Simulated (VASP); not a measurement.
# Al3BN2 (P4/mmm) in VASP: relaxation of cell and atoms with PBE

Aim: the relaxation of cell and atoms of Al3BN2 with PBE.

Program: VASP 6.6.1. These are calculated values, not measurements. Logs are shortened: lines on timing, memory, paths and dates and some standing lists are left out, and cuts for length are marked.

### 1 The cell of the first run

It takes space group P4/mmm (No. 123, tetragonal). The conventional cell has a = 2.956 Å, b = 2.956 Å, c = 9.880 Å, α = 90.00°, β = 90.00°, γ = 90.00°. Al (site symmetry 4/mmm) has 8 N at 2.58 Å and 6 Al at 2.82 to 2.96 Å within 3.4 Å. Al (site symmetry 4mm) has 4 N at 2.47 Å and 5 Al at 2.82 to 2.96 Å and 4 B at 2.98 Å within 3.3 Å. B (site symmetry 4/mmm) has 4 B at 2.96 Å and 8 Al at 2.98 Å and 2 N at 3.43 Å within 3.9 Å. Within 3.5 Å of N (site symmetry 4mm) lie 8 Al at 2.47 to 2.58 Å and 5 N at 2.96 to 3.02 Å and 1 B at 3.43 Å.

The cell was built from a structure type or drawn by symmetry, and may not be a known phase.

### 2 Relaxation of cell and atoms, PBE

The input, INCAR:

```
PREC     = Accurate       # precision mode
ENCUT    = 600            # plane-wave cutoff, eV
EDIFF    = 1E-7           # SCF threshold, eV
ISMEAR   = 0              # smearing method
SIGMA    = 0.15           # smearing width, eV
LREAL    = F              # projectors in reciprocal space
LASPH    = T              # aspherical terms in the spheres
NELM     = 120            # most SCF steps
ALGO     = Normal         # electronic algorithm
ISIF     = 3              # what is computed and relaxed
LWAVE    = F              # write WAVECAR
LCHARG   = F              # write CHGCAR
GGA      = PE             # functional
IBRION   = 2              # ionic algorithm
NSW      = 36             # ionic steps
EDIFFG   = -0.08          # ionic threshold
GGA_COMPAT= F            
NELMIN   = 4
```

The input, KPOINTS:

```
regular mesh
0
Gamma
  4 4 2
```

The input, POSCAR:

```
Al3BN2
1.0
    2.9555551100      0.0000000000      0.0000000000
    0.0000000000      2.9555551100      0.0000000000
    0.0000000000      0.0000000000      9.8798518600
Al B N
3 1 2
Direct
    0.0000000000      0.0000000000      0.0000000000
    0.0000000000      0.0000000000      0.7145522800
    0.0000000000      0.0000000000      0.2854477200
    0.5000000000      0.5000000000      0.5000000000
    0.5000000000      0.5000000000      0.8473602500
    0.5000000000      0.5000000000      0.1526397500
```

Potentials or basis: VASP PAW PBE potentials, release 64 (Al, B, N).

On the command line:

```console
$ cat potpaw_PBE.64/Al/POTCAR potpaw_PBE.64/B/POTCAR potpaw_PBE.64/N/POTCAR > POTCAR
$ mpirun -np 1 vasp_std > vasp.out
```

OUTCAR:

```text
PREC = Accurate
   ENCUT = 600
   EDIFF = 1E-7
   ISMEAR = 0
   LREAL = F
   LASPH = T
   NELM = 120
   ISIF = 3
   GGA = PE
   IBRION = 2
   NSW = 36
   EDIFFG = -0.08
   NELMIN = 4

 ion  position               nearest neighbor table
   1  0.000  0.000  0.000-   2 2.82   3 2.82
   2  0.000  0.000  0.715-   5 2.47   5 2.47   5 2.47   5 2.47   1 2.82
   3  0.000  0.000  0.285-   6 2.47   6 2.47   6 2.47   6 2.47   1 2.82
   4  0.500  0.500  0.500-
   5  0.500  0.500  0.847-   2 2.47   2 2.47   2 2.47   2 2.47
   6  0.500  0.500  0.153-   3 2.47   3 2.47   3 2.47   3 2.47

  LATTYP: Found a simple tetragonal cell.
 ALAT       =     2.9555551100
 C/A-ratio  =     3.3428075242

  Lattice vectors:

 A1 = (   2.9555551100,   0.0000000000,   0.0000000000)
 A2 = (   0.0000000000,   2.9555551100,   0.0000000000)
 A3 = (   0.0000000000,   0.0000000000,   9.8798518600)

Analysis of symmetry for initial positions (statically):
=====================================================================
 Subroutine PRICEL returns:
 Original cell was already a primitive cell.

 Routine SETGRP: Setting up the symmetry group for a
 simple tetragonal supercell.

 Subroutine GETGRP returns: Found 16 space group operations
 (whereof 16 operations were pure point group operations)
 out of a pool of 16 trial point group operations.

The static configuration has the point symmetry D_4h.

Analysis of symmetry for dynamics (positions and initial velocities):
=====================================================================
 Subroutine PRICEL returns:
 Original cell was already a primitive cell.

 Routine SETGRP: Setting up the symmetry group for a
 simple tetragonal supercell.

 Subroutine GETGRP returns: Found 16 space group operations
 (whereof 16 operations were pure point group operations)
 out of a pool of 16 trial point group operations.

The dynamic configuration has the point symmetry D_4h.

 Subroutine INISYM returns: Found 16 space group operations
 (whereof 16 operations are pure point group operations),
 and found     1 'primitive' translations

----------------------------------------------------------------------------------------

                                     Primitive cell

  volume of cell :      86.3035

  direct lattice vectors                    reciprocal lattice vectors
     2.955555110  0.000000000  0.000000000     0.338345916  0.000000000  0.000000000
     0.000000000  2.955555110  0.000000000     0.000000000  0.338345916  0.000000000
     0.000000000  0.000000000  9.879851860     0.000000000  0.000000000  0.101216093

  length of vectors
     2.955555110  2.955555110  9.879851860     0.338345916  0.338345916  0.101216093

  position of ions in fractional coordinates (direct lattice)
     0.000000000  0.000000000  0.000000000
     0.000000000  0.000000000  0.714552280
     0.000000000  0.000000000  0.285447720
     0.500000000  0.500000000  0.500000000
     0.500000000  0.500000000  0.847360250
     0.500000000  0.500000000  0.152639750

  ion indices of the primitive-cell ions
   primitive index   ion index
                 1           1
                 2           2
                 3           3
                 4           4
                 5           5
                 6           6

----------------------------------------------------------------------------------------

 KPOINTS: regular mesh

Automatic generation of k-mesh.
 Grid dimensions read from file:
 generate k-points for:    4    4    2

 Generating k-lattice:

  Cartesian coordinates                     Fractional coordinates (reciprocal lattice)
     0.084586479  0.000000000  0.000000000     0.250000000  0.000000000  0.000000000
     0.000000000  0.084586479  0.000000000     0.000000000  0.250000000  0.000000000
     0.000000000  0.000000000  0.050608046     0.000000000  0.000000000  0.500000000

  Length of vectors
     0.084586479  0.084586479  0.050608046

  Shift w.r.t. Gamma in fractional coordinates (k-lattice)
     0.000000000  0.000000000  0.000000000

 Subroutine IBZKPT returns following result:
 ===========================================

 Found     12 irreducible k-points:

 Following reciprocal coordinates:
            Coordinates               Weight
  0.000000  0.000000  0.000000      1.000000
  0.250000  0.000000  0.000000      4.000000
  0.500000  0.000000  0.000000      2.000000
  0.250000  0.250000  0.000000      4.000000
  0.500000  0.250000  0.000000      4.000000
  0.500000  0.500000  0.000000      1.000000
  0.000000  0.000000  0.500000      1.000000
  0.250000  0.000000  0.500000      4.000000
  0.500000  0.000000  0.500000      2.000000
  0.250000  0.250000  0.500000      4.000000
  0.500000  0.250000  0.500000      4.000000
  0.500000  0.500000  0.500000      1.000000
   k-points           NKPTS =     12   k-points in BZ     NKDIM =     12   number of bands    NBANDS=     15
   number of dos      NEDOS =    301   number of ions     NIONS =      6
   total plane-waves  NPLWV =  46080
   dimension x,y,z NGX =    24 NGY =   24 NGZ =   80
   dimension x,y,z NGXF=    48 NGYF=   48 NGZF=  160
   ions per type =               3   1   2
   NGX,Y,Z   is equivalent  to a cutoff of  13.50, 13.50, 13.46 a.u.
   NGXF,Y,Z  is equivalent  to a cutoff of  27.00, 27.00, 26.92 a.u.
 SYSTEM =  unknown system
   PREC   = accura    normal or accurate (medium, high low for compatibility)
   ISTART =      0    job   : 0-new  1-cont  2-samecut
   ICHARG =      2    charge: 1-file 2-atom 10-const
   ISPIN  =      1    spin polarized calculation?
   LNONCOLLINEAR =      F non collinear calculations
   LSORBIT =      F    spin-orbit coupling
   LASPH  =      T    aspherical Exc in radial PAW
   ENCUT  =  600.0 eV  44.10 Ry    6.64 a.u.   5.90  5.90 19.73*2*pi/ulx,y,z
   NELM   =    120;   NELMIN=  4; NELMDL= -5     # of ELM steps
   EDIFF  = 0.1E-06   stopping-criterion for ELM
   LREAL  =      F    real-space projection
   EDIFFG = -.8E-01   stopping-criterion for IOM
   NSW    =     36    number of steps for IOM
   IBRION =      2    ionic relax: 0-MD 1-quasi-New 2-CG
   NFREE  =      1    steps in history (QN), initial steepest desc. (CG)
   ISIF   =      3    stress and relaxation
   ISYM   =      2    0-nonsym 1-usesym 2-fastsym
   POTIM  = 0.5000    time-step for ionic-motion
   TEBEG  =    0.0;   TEEND  =   0.0 temperature during run
   PSTRESS=    0.0 pullay stress
   NELECT =      22.0000    total number of electrons
   NUPDOWN=      -1.0000    fix difference up-down
   EMIN   =  10.00;   EMAX   =-10.00  energy-range for DOS
   EFERMI =   0.00;   METHOD = LEGACY
   ISMEAR =     0;   SIGMA  =   0.15  broadening in eV -4-tet -1-fermi 0-gaus
   EFERMI_NEDOS =   21; number of points for ismear=-14 and -15
   IALGO  =     38    algorithm
   IMIX   =      4    mixing-type and parameters
     AMIX     =   0.40;   BMIX     =  1.00
     AMIX_MAG =   1.60;   BMIX_MAG =  1.00
  volume/ion in A,a.u.               =      14.38        97.07
  Fermi-wavevector in a.u.,A,eV,Ry     =   1.038021  1.961576 14.660113  1.077488
  Thomas-Fermi vector in A             =   2.172486
   LORBIT       =      0    0 simple, 1 ext, 2 COOP (PROOUT), +10 PAW based schemes
   GGA     = PE    functional components
   LHFCALC =     F    Hartree Fock is set to
   AEXX    =    0.0000 exact exchange contribution
   IVDW    =     0    specifies the selected vdW correction
   LEPSILON=     F    determine dielectric tensor
   LRPA    =     F    only Hartree local field effects (RPA)
 conjugate gradient relaxation of ions
 non-spin polarized calculation
 Gauss-broadening in eV      SIGMA  =   0.15
  energy-cutoff  :      600.00
  volume of cell :       86.30
 maximum number of plane-waves:      2936
 NGX is ok and might be reduce to    24
   NGX = 11   NGY = 11   NGZ = 39

--------------------------------------- Ionic step        1  -------------------------------------------

 number of electron      21.9999999 magnetization

 Free energy of the ion-electron system (eV)
  ---------------------------------------------------
  ext. energy  EPLUGINS =         0.00000000
  ---------------------------------------------------
  free energy    TOTEN  =       -28.02790397 eV

  energy without entropy =      -27.98181521  energy(sigma->0) =      -28.00485959

------------------------ aborting loop because EDIFF is reached ----------------------------------------

  FORCE on cell =-STRESS in cart. coord.  units (eV):
  Direction    XX          YY          ZZ          XY          YZ          ZX
  --------------------------------------------------------------------------------------
  -------------------------------------------------------------------------------------
  Total      -13.2031117    -13.2031117    -14.2230310      0.0000000      0.0000000     -0.0000000
  in kB     -245.1084723   -245.1084723   -264.0427112      0.0000000      0.0000000     -0.0000000
  external PRESSURE =    -251.4198852 kB  Pullay stress =       0.0000000 kB
[... 101 lines left out ...]
  FREE ENERGIE OF THE ION-ELECTRON SYSTEM (eV)
  ---------------------------------------------------
  free  energy   TOTEN  =       -31.0447886777 eV

  energy  without entropy=      -31.0219504126  energy(sigma->0) =      -31.03336955

 E-fermi :  10.0180     XC(G=0): -11.8135

 val. band max:        9.8096108731   @ k =   0.5000   0.5000   0.5000
 cond. band min:      10.0428245515   @ k =   0.5000   0.0000   0.0000
 fundamental gap:      0.2332136783
 Fermi energy:        10.0179569803

 k-point     1 :       0.0000    0.0000    0.0000
  band No.  band energies     occupation
      1      -7.9628      2.00000
      2      -6.6282      2.00000
      3      -2.3557      2.00000
      4       1.8875      2.00000
      5       2.1238      2.00000
      6       8.3267      2.00000
      7       8.5968      2.00000
      8       8.5968      2.00000
      9       9.1612      2.00000
     10       9.1612      2.00000
     11      11.3361      0.00000
     12      13.9297      0.00000
     13      14.0369      0.00000
     14      14.0369      0.00000
[... 185 lines left out ...]
      2      -2.4548      2.00000
      3       3.0895      2.00000
      4       3.0895      2.00000
      5       4.0920      2.00000
      6       4.0920      2.00000
      7       5.6346      2.00000
      8       6.5979      2.00000
      9       6.7940      2.00000
     10       6.7940      2.00000
     11       9.0771      2.00000
     12       9.7906      1.96791
     13       9.8096      1.95051
     14      11.1678      0.00000
     15      11.1678      0.00000

[... ionic steps 4 to 11 ...]

--------------------------------------- Ionic step       12  -------------------------------------------

 number of electron      22.0000001 magnetization

------------------------ aborting loop because EDIFF is reached ----------------------------------------
[... 75 lines left out ...]
--------------------------------------- Ionic step       14  -------------------------------------------

 number of electron      22.0000001 magnetization

 Free energy of the ion-electron system (eV)
  ---------------------------------------------------
  ext. energy  EPLUGINS =         0.00000000
  ---------------------------------------------------
  free energy    TOTEN  =       -31.64067075 eV

  energy without entropy =      -31.63153973  energy(sigma->0) =      -31.63610524

 E-fermi :   9.9970     XC(G=0): -11.7997

 val. band max:        9.7627232885   @ k =   0.5000   0.5000   0.5000
 cond. band min:      10.0358969001   @ k =   0.5000   0.0000   0.0000
 fundamental gap:      0.2731736116
 Fermi energy:         9.9970476130

 k-point     1 :       0.0000    0.0000    0.0000
  band No.  band energies     occupation
      1      -7.9472      2.00000
      2      -6.6076      2.00000
      3      -2.3974      2.00000
      4       1.8828      2.00000
      5       2.1383      2.00000
      6       8.3464      2.00000
      7       8.5596      2.00000
      8       8.5596      2.00000
      9       9.1311      2.00000
     10       9.1311      2.00000
     11      11.2797      0.00000
     12      13.8336      0.00000
     13      13.9081      0.00000
     14      13.9081      0.00000
[... 230 lines left out ...]
  FREE ENERGIE OF THE ION-ELECTRON SYSTEM (eV)
  ---------------------------------------------------
  free  energy   TOTEN  =       -31.6406707541 eV

  energy  without entropy=      -31.6315397253  energy(sigma->0) =      -31.63610524

 reached required accuracy - stopping structural energy minimisation
```

Wall time 77 s (1 thread of Intel Xeon 6975P-C (Granite Rapids), shared host); peak memory 0.21 GiB.

Results:

```yaml
Free_energy: -31.6407 eV
Relaxed_volume: 9.45 Å³/atom
Relaxed_cell: a = 2.608 Å, b = 2.608 Å, c = 8.335 Å, α = 90.00°, β = 90.00°, γ = 90.00°
Space_group_after_relaxing_to_0.1_Å: P4/mmm (No. 123)
Energy_gained_by_relaxing: 602.1 meV/atom
Ionic_steps: 14
Pressure_after_relaxing: -0.1 GPa
Largest_force_after_relaxing: 0.040 eV/Å
Band_gap_on_the_k_mesh: zero (bands 11 and 12 overlap by 3.52 eV)
```

Forces on the atoms (eV/Å):
```
Al   0.000  0.000  0.000
Al   0.000  0.000 -0.040
Al   0.000  0.000  0.040
B    0.000  0.000  0.000
N    0.000  0.000 -0.020
N    0.000  0.000  0.020
```

Step by step:
```tsv
step	energy change (eV)	largest force (eV/Å)	pressure (GPa)	volume (Å³)
1	0.0000	0.7689	-25.14	86.30
2	-3.0024	1.4104	-4.25	61.07
3	-3.0169	1.6398	-1.09	59.82
4	-3.2169	1.1594	0.26	58.10
5	-3.3747	0.8578	4.16	55.75
6	-3.4771	0.3982	4.25	55.49
7	-3.5327	0.1679	4.80	55.20
8	-3.5394	0.3897	5.21	55.06
9	-3.5794	0.2073	3.41	55.58
10	-3.6110	0.1084	0.54	56.53
11	-3.6113	0.1374	0.23	56.63
12	-3.6113	0.1457	0.14	56.67
13	-3.6120	0.1142	0.07	56.68
14	-3.6128	0.0396	-0.08	56.71
```

Final structure:
```
Al B N
1.0
     2.60834    0.00000    0.00000
     0.00000    2.60834    0.00000
     0.00000    0.00000    8.33540
Al B N
3 1 2
Direct
  0.00000 0.00000 0.00000
  0.00000 0.00000 0.68925
  0.00000 0.00000 0.31075
  0.50000 0.50000 0.50000
  0.50000 0.50000 0.84640
  0.50000 0.50000 0.15360
```

Levels at points of the mesh, in eV from the Fermi level:
```csv
k point,band 9,band 10,band 11,band 12,band 13,band 14
"(0.00, 0.00, 0.00)",-0.87,-0.87,1.28,3.84,3.91,3.91
"(0.50, 0.00, 0.00)",-0.55,-0.41,0.04,0.16,0.55,5.23
"(0.50, 0.50, 0.00)",-3.55,-2.19,-1.80,-1.18,0.41,1.05
"(0.00, 0.00, 0.50)",-0.88,-0.88,2.34,3.34,3.93,3.93
"(0.50, 0.00, 0.50)",-2.00,-1.75,-0.40,0.15,3.71,4.16
"(0.50, 0.50, 0.50)",-3.28,-3.28,-0.98,-0.28,-0.23,1.13
```

Caveat: the k points lie up to 0.60 Å⁻¹ apart in the final cell, too coarse for converged energies and pressures of a metal; the volume moved by over 15 % at a fixed basis, so the end points are rough; the relaxation stopped at a loose force limit of 0.08 eV/Å, so its end isn't a converged minimum.
